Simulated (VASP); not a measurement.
Crystal: PtSe2.

```
Pt Se
1.0
     3.72865    0.00000    0.00000
    -1.86433    3.22911    0.00000
     0.00000    0.00000    5.38270
Pt Se
1 2
Direct
  0.00000 0.00000 0.00000
  0.33333 0.66667 0.24173
  0.66667 0.33333 0.75827
```

This cell differs from its parent crystal: uniaxial z strain +2.0%.

Base run:

- Program: VASP 6.6.1
- Functional: r2SCAN
- Potentials or basis: VASP PAW PBE potentials, release 64 (Pt, Se)
- Cutoff: 550 eV
- k mesh: 12 × 12 × 6
- Occupations: fermi-dirac, width 0.02 eV
- Spin: no spin polarisation

Its results: band gap on the k mesh 0.07 eV (least direct gap 0.71 eV); pressure 0.9 GPa; largest force 0.014 eV/Å.

Problem. The run is repeated on the same cell with these changes: functional from r2SCAN to PBE; cutoff from 550 eV to 500 eV. What comes out?

Solution. Band gap on the k mesh zero (bands 11 and 12 overlap by 0.05 eV); pressure 3.3 GPa; largest force 0.160 eV/Å.

Caveats: spin-orbit coupling is left out, which moves the levels of the heavy elements; the PAW data sets were made with another functional, which shifts forces and pressure a little (at least some runs); the cell stands under pressure (at least some runs).

A k mesh can miss the band edges.
